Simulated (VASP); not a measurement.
# Hf4C (P6/mmm) in VASP: further runs, part 2 of 2

VASP 6.6.1. Earlier steps stand in the parts before.

### 5 Relaxation of cell and atoms, PBE

INCAR

```
SYSTEM = Hf4C
PREC = Accurate
ENCUT = 600
EDIFF = 1E-7
ISMEAR = 0
SIGMA = 0.1
LREAL = .FALSE.
LASPH = .TRUE.
NELM = 100
ALGO = Normal
ISIF = 3
LWAVE = .FALSE.
LCHARG = .FALSE.
GGA = PE
IBRION = 2
NSW = 90
EDIFFG = -0.04
```

KPOINTS

```
regular mesh
0
G
  6 6 4
  0 0 0
```

POSCAR

```
Hf4C
1.0
    4.9956528300      0.0000000000      0.0000000000
   -2.4978264200      4.3263622600      0.0000000000
    0.0000000000      0.0000000000      5.0163694800
Hf C
4 1
Direct
    0.5000000000      0.0000000000      0.0000000000
    0.0000000000      0.5000000000      0.0000000000
    0.5000000000      0.5000000000      0.0000000000
    0.0000000000      0.0000000000      0.0000000000
    0.0000000000      0.0000000000      0.5000000000
```

Potentials or basis: VASP PAW PBE potentials, release 64 (Hf_pv, C).

Started as:

```bash
> cat potpaw_PBE.64/Hf_pv/POTCAR potpaw_PBE.64/C/POTCAR > POTCAR
> mpirun -np 1 vasp_std > vasp.out
```

OUTCAR:

```text
SYSTEM = Hf4C
   PREC = Accurate
   ENCUT = 600
   EDIFF = 1E-7
   ISMEAR = 0
   LREAL = .FALSE.
   LASPH = .TRUE.
   NELM = 100
   ISIF = 3
   GGA = PE
   IBRION = 2
   NSW = 90
   EDIFFG = -0.04

 ion  position               nearest neighbor table
   1  0.500  0.000  0.000-   2 2.50   2 2.50   4 2.50   4 2.50   3 2.50   3 2.50
   2  0.000  0.500  0.000-   1 2.50   1 2.50   3 2.50   3 2.50   4 2.50   4 2.50
   3  0.500  0.500  0.000-   4 2.50   4 2.50   2 2.50   2 2.50   1 2.50   1 2.50
   4  0.000  0.000  0.000-   3 2.50   3 2.50   1 2.50   1 2.50   2 2.50   2 2.50   5 2.51   5 2.51

   5  0.000  0.000  0.500-   4 2.51   4 2.51

  LATTYP: Found a hexagonal cell.
 ALAT       =     4.9956528300
 C/A-ratio  =     1.0041469355

  Lattice vectors:

 A1 = (   4.9956528300,   0.0000000000,   0.0000000000)
 A2 = (  -2.4978264200,   4.3263622600,   0.0000000000)
 A3 = (   0.0000000000,   0.0000000000,   5.0163694800)

Analysis of symmetry for initial positions (statically):
=====================================================================
 Subroutine PRICEL returns:
 Original cell was already a primitive cell.

 Routine SETGRP: Setting up the symmetry group for a
 hexagonal supercell.

 Subroutine GETGRP returns: Found 24 space group operations
 (whereof 24 operations were pure point group operations)
 out of a pool of 24 trial point group operations.

The static configuration has the point symmetry D_6h.

Analysis of symmetry for dynamics (positions and initial velocities):
=====================================================================
 Subroutine PRICEL returns:
 Original cell was already a primitive cell.

 Routine SETGRP: Setting up the symmetry group for a
 hexagonal supercell.

 Subroutine GETGRP returns: Found 24 space group operations
 (whereof 24 operations were pure point group operations)
 out of a pool of 24 trial point group operations.

The dynamic configuration has the point symmetry D_6h.

 Subroutine INISYM returns: Found 24 space group operations
 (whereof 24 operations are pure point group operations),
 and found     1 'primitive' translations

----------------------------------------------------------------------------------------

                                     Primitive cell

  volume of cell :     108.4188

  direct lattice vectors                    reciprocal lattice vectors
     4.995652830  0.000000000  0.000000000     0.200174038  0.115570535  0.000000000
    -2.497826420  4.326362260  0.000000000     0.000000000  0.231141070  0.000000000
     0.000000000  0.000000000  5.016369480     0.000000000  0.000000000  0.199347357

  length of vectors
     4.995652830  4.995652833  5.016369480     0.231141070  0.231141070  0.199347357

  position of ions in fractional coordinates (direct lattice)
     0.500000000  0.000000000  0.000000000
     1.000000000  0.500000000  0.000000000
     0.500000000  0.500000000  0.000000000
     0.000000000  0.000000000  0.000000000
     0.000000000  0.000000000  0.500000000

  ion indices of the primitive-cell ions
   primitive index   ion index
                 1           1
                 2           2
                 3           3
                 4           4
                 5           5

----------------------------------------------------------------------------------------

 KPOINTS: regular mesh

Automatic generation of k-mesh.
 Grid dimensions read from file:
 generate k-points for:    6    6    4

 Generating k-lattice:

  Cartesian coordinates                     Fractional coordinates (reciprocal lattice)
     0.033362340  0.019261756  0.000000000     0.166666667  0.000000000  0.000000000
     0.000000000  0.038523512  0.000000000     0.000000000  0.166666667  0.000000000
     0.000000000  0.000000000  0.049836839     0.000000000  0.000000000  0.250000000

  Length of vectors
     0.038523512  0.038523512  0.049836839

  Shift w.r.t. Gamma in fractional coordinates (k-lattice)
     0.000000000  0.000000000  0.000000000

 Subroutine IBZKPT returns following result:
 ===========================================

 Found     21 irreducible k-points:

 Following reciprocal coordinates:
            Coordinates               Weight
  0.000000  0.000000  0.000000      1.000000
  0.166667 -0.000000  0.000000      6.000000
  0.333333 -0.000000  0.000000      6.000000
  0.500000  0.000000  0.000000      3.000000
  0.166667  0.166667  0.000000      6.000000
  0.333333  0.166667  0.000000     12.000000
[... 13 lines left out ...]
  0.333333  0.166667  0.500000     12.000000
  0.333333  0.333333  0.500000      2.000000
   k-points           NKPTS =     21   k-points in BZ     NKDIM =     21   number of bands    NBANDS=     26
   number of dos      NEDOS =    301   number of ions     NIONS =      5
   total plane-waves  NPLWV =  64000
   dimension x,y,z NGX =    40 NGY =   40 NGZ =   40
   dimension x,y,z NGXF=    80 NGYF=   80 NGZF=   80
   ions per type =               4   1
   NGX,Y,Z   is equivalent  to a cutoff of  13.31, 13.31, 13.26 a.u.
   NGXF,Y,Z  is equivalent  to a cutoff of  26.62, 26.62, 26.51 a.u.
 SYSTEM =  Hf4C
   PREC   = accura    normal or accurate (medium, high low for compatibility)
   ISTART =      0    job   : 0-new  1-cont  2-samecut
   ICHARG =      2    charge: 1-file 2-atom 10-const
   ISPIN  =      1    spin polarized calculation?
   LNONCOLLINEAR =      F non collinear calculations
   LSORBIT =      F    spin-orbit coupling
   LASPH  =      T    aspherical Exc in radial PAW
   ENCUT  =  600.0 eV  44.10 Ry    6.64 a.u.   9.98  9.98 10.02*2*pi/ulx,y,z
   NELM   =    100;   NELMIN=  2; NELMDL= -5     # of ELM steps
   EDIFF  = 0.1E-06   stopping-criterion for ELM
   LREAL  =      F    real-space projection
   EDIFFG = -.4E-01   stopping-criterion for IOM
   NSW    =     90    number of steps for IOM
   IBRION =      2    ionic relax: 0-MD 1-quasi-New 2-CG
   NFREE  =      1    steps in history (QN), initial steepest desc. (CG)
   ISIF   =      3    stress and relaxation
   ISYM   =      2    0-nonsym 1-usesym 2-fastsym
   POTIM  = 0.5000    time-step for ionic-motion
   TEBEG  =    0.0;   TEEND  =   0.0 temperature during run
   PSTRESS=    0.0 pullay stress
   NELECT =      44.0000    total number of electrons
   NUPDOWN=      -1.0000    fix difference up-down
   EMIN   =  10.00;   EMAX   =-10.00  energy-range for DOS
   EFERMI =   0.00;   METHOD = LEGACY
   ISMEAR =     0;   SIGMA  =   0.10  broadening in eV -4-tet -1-fermi 0-gaus
   EFERMI_NEDOS =   21; number of points for ismear=-14 and -15
   IALGO  =     38    algorithm
   IMIX   =      4    mixing-type and parameters
     AMIX     =   0.40;   BMIX     =  1.00
     AMIX_MAG =   1.60;   BMIX_MAG =  1.00
  volume/ion in A,a.u.               =      21.68       146.33
  Fermi-wavevector in a.u.,A,eV,Ry     =   1.212060  2.290462 19.988180  1.469090
  Thomas-Fermi vector in A             =   2.347556
   LORBIT       =      0    0 simple, 1 ext, 2 COOP (PROOUT), +10 PAW based schemes
   GGA     = PE    functional components
   LHFCALC =     F    Hartree Fock is set to
   AEXX    =    0.0000 exact exchange contribution
   IVDW    =     0    specifies the selected vdW correction
   LEPSILON=     F    determine dielectric tensor
   LRPA    =     F    only Hartree local field effects (RPA)
 conjugate gradient relaxation of ions
 non-spin polarized calculation
 Gauss-broadening in eV      SIGMA  =   0.10
  energy-cutoff  :      600.00
  volume of cell :      108.42
 maximum number of plane-waves:      3642
 NGX is ok and might be reduce to    40
   NGX = 19   NGY = 19   NGZ = 21

--------------------------------------- Ionic step        1  -------------------------------------------

 number of electron      43.9999992 magnetization

 Free energy of the ion-electron system (eV)
  ---------------------------------------------------
  ext. energy  EPLUGINS =         0.00000000
  ---------------------------------------------------
  free energy    TOTEN  =       -33.08722504 eV

  energy without entropy =      -33.06746989  energy(sigma->0) =      -33.07734747

 E-fermi :   3.2540     XC(G=0): -10.1281

 val. band max:        3.2489810994   @ k =   0.3333   0.1667   0.5000
 cond. band min:       3.3160092221   @ k =   0.5000   0.0000   0.2500
 fundamental gap:      0.0670281227
 Fermi energy:         3.2539960903

 k-point     1 :       0.0000    0.0000    0.0000
  band No.  band energies     occupation
      1     -29.2458      2.00000
      2     -29.1793      2.00000
      3     -29.1793      2.00000
      4     -27.2165      2.00000
      5     -26.4723      2.00000
      6     -26.4723      2.00000
[... 868 lines left out ...]
  energy  without entropy=      -41.0295876882  energy(sigma->0) =      -41.05175000

--------------------------------------- Ionic step        8  -------------------------------------------

 number of electron      43.9999999 magnetization

 Free energy of the ion-electron system (eV)
  ---------------------------------------------------
  ext. energy  EPLUGINS =         0.00000000
  ---------------------------------------------------
  free energy    TOTEN  =       -41.07562785 eV

  energy without entropy =      -41.03085344  energy(sigma->0) =      -41.05324065

 E-fermi :   2.8757     XC(G=0):  -9.8447

 val. band max:        2.8638300921   @ k =   0.5000   0.0000   0.5000
 cond. band min:       2.8840585982   @ k =   0.3333   0.3333   0.0000
 fundamental gap:      0.0202285062
 Fermi energy:         2.8757344455

 k-point     1 :       0.0000    0.0000    0.0000
  band No.  band energies     occupation
      1     -28.6149      2.00000
      2     -28.5027      2.00000
      3     -28.5027      2.00000
      4     -28.4817      2.00000
      5     -28.3767      2.00000
      6     -28.3767      2.00000
[... 630 lines left out ...]
  FREE ENERGIE OF THE ION-ELECTRON SYSTEM (eV)
  ---------------------------------------------------
  free  energy   TOTEN  =       -41.0756278505 eV

  energy  without entropy=      -41.0308534426  energy(sigma->0) =      -41.05324065

 reached required accuracy - stopping structural energy minimisation
```

OSZICAR:

```text
N       E                     dE             d eps       ncg     rms          rms(c)
DAV:   1     0.240811298829E+03    0.24081E+03   -0.26883E+04  1116   0.178E+03
DAV:   2    -0.181543381260E+02   -0.25897E+03   -0.25502E+03  1288   0.416E+02
DAV:   3    -0.349564907393E+02   -0.16802E+02   -0.16189E+02  1560   0.632E+01
[... 128 lines left out ...]
DAV:   6    -0.410756307515E+02    0.16335E-04   -0.23394E-04  1576   0.567E-02    0.461E-02
DAV:   7    -0.410756303729E+02    0.37864E-06   -0.57347E-05  1554   0.224E-02    0.712E-02
DAV:   8    -0.410756279153E+02    0.24576E-05   -0.11118E-05  1436   0.103E-02    0.956E-03
DAV:   9    -0.410756277869E+02    0.12836E-06   -0.57061E-07  1192   0.373E-03    0.263E-03
DAV:  10    -0.410756278505E+02   -0.63572E-07   -0.28386E-08   676   0.943E-04
   8 F= -.41075628E+02 E0= -.41053241E+02  d E =-.869935E+00
```

CONTCAR:

```text
Hf4C
   1.00000000000000
     6.0127235241891315   -0.0000000011230994   -0.0000000000000000
    -3.0063617690851538    5.2071713196080500    0.0000000000000000
     0.0000000000000000    0.0000000000000000    4.1029774632572034
  Hf              C
     4     1
Direct
     0.5000000000000000    0.0000000000000000    0.0000000000000000
     0.0000000000000000    0.5000000000000000    0.0000000000000000
     0.5000000000000000    0.5000000000000000    0.0000000000000000
     0.0000000000000000    0.0000000000000000    0.0000000000000000
     0.0000000000000000    0.0000000000000000    0.5000000000000000

  0.00000000E+00  0.00000000E+00  0.00000000E+00
  0.00000000E+00  0.00000000E+00  0.00000000E+00
  0.00000000E+00  0.00000000E+00  0.00000000E+00
  0.00000000E+00  0.00000000E+00  0.00000000E+00
  0.00000000E+00  0.00000000E+00  0.00000000E+00
```

It took 4.7 min on 1 thread of Intel Xeon 6975P-C (Granite Rapids), shared host; peak memory 0.28 GiB.

What came out:

| Property | Result |
| --- | --- |
| Free energy | -41.0756 eV |
| Relaxed volume | 25.69 Å³/atom |
| Relaxed cell | a = 6.013 Å, b = 6.013 Å, c = 4.103 Å, α = 90.00°, β = 90.00°, γ = 120.00° |
| Space group after relaxing (to 0.1 Å) | P6/mmm (No. 191) |
| Energy gained by relaxing | 1597.7 meV/atom |
| Ionic steps | 8 |
| Pressure after relaxing | 0.0 GPa |
| Band gap on the k mesh | zero (bands 22 and 23 overlap by 0.49 eV) |

The path:
```
step  energy change (eV)  largest force (eV/Å)  pressure (GPa)  volume (Å³)
   1              0.0000                0.0000           34.69       108.42
   2             -4.4624                0.0000          -13.88       185.71
   3             -7.1195                0.0000           -6.45       147.77
   4             -7.1185                0.0000           -6.10       146.96
   5             -7.9845                0.0000           -0.66       129.82
   6             -7.9877                0.0000           -0.30       129.06
   7             -7.9867                0.0000            0.44       127.55
   8             -7.9884                0.0000           -0.01       128.46
```

Final structure:
```
Hf C
1.0
     6.01272    0.00000    0.00000
    -3.00636    5.20717    0.00000
     0.00000    0.00000    4.10298
Hf C
4 1
Direct
  0.50000 0.00000 0.00000
  0.00000 0.50000 0.00000
  0.50000 0.50000 0.00000
  0.00000 0.00000 0.00000
  0.00000 0.00000 0.50000
```

Levels at points of the mesh, in eV from the Fermi level:
```
           k point  band 20  band 21  band 22  band 23  band 24  band 25
(0.00, 0.00, 0.00)    -1.03    -0.35    -0.25    -0.25     0.53     0.53
(0.50, 0.00, 0.00)    -0.62    -0.02     0.23     0.41     0.41     0.47
(0.00, 0.00, 0.50)    -2.41    -1.68    -0.21     1.66     1.66     1.67
(0.50, 0.00, 0.50)    -0.52    -0.35    -0.16    -0.01     0.03     0.18
```

Caveat: the volume moved by over 15 % at a fixed basis, so the end points are rough; spin-orbit coupling is left out, which moves the levels of the heavy elements.

### 6 The runs side by side

| task | cell | k mesh | cutoff (eV) | gap on the mesh (eV) | pressure (GPa) |
| --- | --- | --- | --- | --- | --- |
| single point | a = 4.996, b = 4.996, c = 5.016 Å, angles 90.0, 90.0, 120.0°, 5 atoms | 6 × 6 × 4 | 520 | none | 34.7 |
| single point | a = 6.022, b = 6.022, c = 4.099 Å, angles 90.0, 90.0, 120.0°, 5 atoms | 6 × 6 × 4 | 520 | none | -0.1 |
| single point | a = 6.026, b = 6.026, c = 4.096 Å, angles 90.0, 90.0, 120.0°, 5 atoms | 6 × 6 × 10 | 520 | none | -0.1 |
| relaxation of cell and atoms | relaxed from a = 4.996, b = 4.996, c = 5.016 Å, angles 90.0, 90.0, 120.0°, 5 atoms | 6 × 6 × 4 | 600 | none | 0.0 |

Alike in all rows: level PBE; potentials or basis VASP PAW PBE potentials, release 64 (Hf_pv, C); no spin polarisation; smearing gaussian 0.1 eV.

Caveats: some runs use coarse meshes; spin-orbit coupling is left out, which moves the levels of the heavy elements; the stress differs along the axes, from -21 to 62 GPa (at least some runs); the volume moved by over 15 % at a fixed basis, so the end points are rough (at least some runs).

Total energies depend on the potentials used, so only differences within one code and one set of settings carry meaning.

The gap in the log of VASP goes by the Fermi energy; the results here count the filled bands.